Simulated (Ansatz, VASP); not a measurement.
## Lu: VASP beside Ansatz

The input INCAR:

```
PREC = Accurate
ENCUT = 600
EDIFF = 1E-7
ISMEAR = -1
SIGMA = 0.1
LREAL = False
LASPH = True
NELM = 60
ALGO = Normal
ISIF = 3
LWAVE = False
LCHARG = False
GGA = PE
IBRION = 2
NSW = 60
EDIFFG = -0.005
```

KPOINTS

```
Automatic mesh
0
Gamma
  12 12 12
```

The input POSCAR:

```
Lu
1.0
    3.1583361962      0.0000000000      0.0000000000
    0.0000000000      3.1583361962      0.0000000000
    0.0000000000      0.0000000000      3.1583361962
Lu
1
Direct
    0.0000000000      0.0000000000      0.0000000000
```

Input for Ansatz:

```yaml
crystal:
  lattice:
    - [3.1583361962, 0.0, 0.0]
    - [0.0, 3.1583361962, 0.0]
    - [0.0, 0.0, 3.1583361962]
  atoms:
    - { symbol: Lu, position: [0.0, 0.0, 0.0] }
kpoints:
  mp_grid: { grid: [12, 12, 12] }
scf:
  occupations: { method: fermi_dirac, width: 0.1 }
hamiltonian:
  xc: pbe
  pseudopotentials: { kind: paw }
output:
  forces: true
  stress: true
relax:
  f_tol: 0.005
  max_steps: 40
  cell: {}
```

Alike in both runs: task relaxation of cell and atoms; functional PBE; k mesh 12 × 12 × 12; occupations fermi-dirac, width 0.1 eV; no spin polarisation.

|  | VASP | Ansatz |
| --- | --- | --- |
| version | VASP 6.6.1 | Ansatz 0.2.0 |
| potentials or method | VASP PAW PBE potentials, release 64 (Lu) | PAW with Ansatz's default frozen-core files, scalar-relativistic |
| plane-wave cutoff (eV) | 600 | 420 |
| valence electrons in the cell | 25 | 25 |

```csv
,VASP,Ansatz,Ansatz less VASP
relaxed volume (Å³/atom),33.14,32.99,-0.158
relaxed cell length with the largest relative difference (Å),3.212,3.207,-0.0051
```

Spin-orbit coupling is off throughout.
